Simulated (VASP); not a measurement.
Here is a VASP 6.6.1 calculation.

Contents of INCAR:

```
ALGO = Normal ; EDIFF = 1E-6
ENCUT = 520 ; ISIF = 2
ISMEAR = -1 ; LASPH = T
LCHARG = F ; LREAL = F
LWAVE = F ; NBANDS = 18
NELM = 60 ; PREC = Accurate
SIGMA = 0.15
```

File KPOINTS:

```
k-points
0
Gamma
  18 18 10
```

The input POSCAR:

```
Ni2H
1.0
    2.4909003102      0.0000000000      0.0000000000
   -1.2454501551      2.1571829470      0.0000000000
    0.0000000000      0.0000000000      4.1176947575
Ni H
2 1
Direct
    0.6666666667      0.3333333333      0.7684489024
    0.3333333333      0.6666666667      0.2875510976
    0.0000000000      0.0000000000      0.0280000000
```

Potentials or basis: VASP PAW LDA potentials, release 64 (Ni, H).

Launch:

```sh
$ cat potpaw_LDA.64/Ni/POTCAR potpaw_LDA.64/H/POTCAR > POTCAR
$ mpirun -np 1 vasp_std > vasp.out
```

(1) Predict the largest force.

(2) Predict the pressure.

Results:

(1) 0.014 eV/Å.

(2) 0.1 GPa.
